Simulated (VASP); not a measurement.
Set up this calculation in VASP 6.6.1, as the native input.

```yaml
Task: relaxation of cell and atoms
Functional: PBEsol
Potentials_or_basis: VASP PAW PBE potentials, release 64 (Sc_sv)
Cutoff: 600 eV
k_mesh: 14 × 14 × 8
Occupations: fermi-dirac, width 0.05 eV
Spin: no spin polarisation
Dipole_correction: no
Further_INCAR_settings: ALGO = Normal; EDIFF = 1e-06; IBRION = 2; EDIFFG = -0.03; NSW = 80; ISIF = 3
```

The structure of Sc lies in POSCAR:

```
Sc
1.0
    3.3090000000      0.0000000000      0.0000000000
   -1.6545000000      2.8656780611      0.0000000000
    0.0000000000      0.0000000000      5.2733000000
Sc
2
Direct
    0.3333330000      0.6666670000      0.2500000000
    0.6666670000      0.3333330000      0.7500000000
```

One way to write it, as run:

INCAR

```
SYSTEM = Sc
ALGO = Normal
EDIFF = 1E-6
EDIFFG = -0.03
ENCUT = 600
GGA = PS
IBRION = 2
ISIF = 3
ISMEAR = -1
LASPH = .True.
LCHARG = .False.
LREAL = .False.
LWAVE = .False.
NELM = 80
NSW = 80
PREC = Accurate
SIGMA = 0.05
```

KPOINTS

```
k-points
0
Gamma
  14 14 8
  0 0 0
```

Potentials or basis: VASP PAW PBE potentials, release 64 (Sc_sv).

The run is started by

```console
$ cat potpaw_PBE.64/Sc_sv/POTCAR > POTCAR
$ mpirun -np 1 vasp_std > vasp.out
```

Results of the run:

```json
{
  "Relaxed volume": "23.67 Å³/atom",
  "Relaxed cell": "a = 3.278 Å, b = 3.278 Å, c = 5.088 Å, α = 90.00°, β = 90.00°, γ = 120.00°",
  "Space group after relaxing (to 0.05 Å)": "P6_3/mmc (No. 194)",
  "Energy gained by relaxing": "14.4 meV/atom",
  "Ionic steps": "5",
  "Pressure after relaxing": "0.0 GPa",
  "Band gap on the k mesh": "zero (band 11 reaches 4.83 eV, above the bottom of band 12 at 3.25 eV)"
}
```

Caveat: the PAW data sets were made with another functional, which shifts forces and pressure a little.

Wall time 6.5 min on 1 thread of Oxide Virtual Turin-like Processor (shared host), peak memory 0.22 GiB.
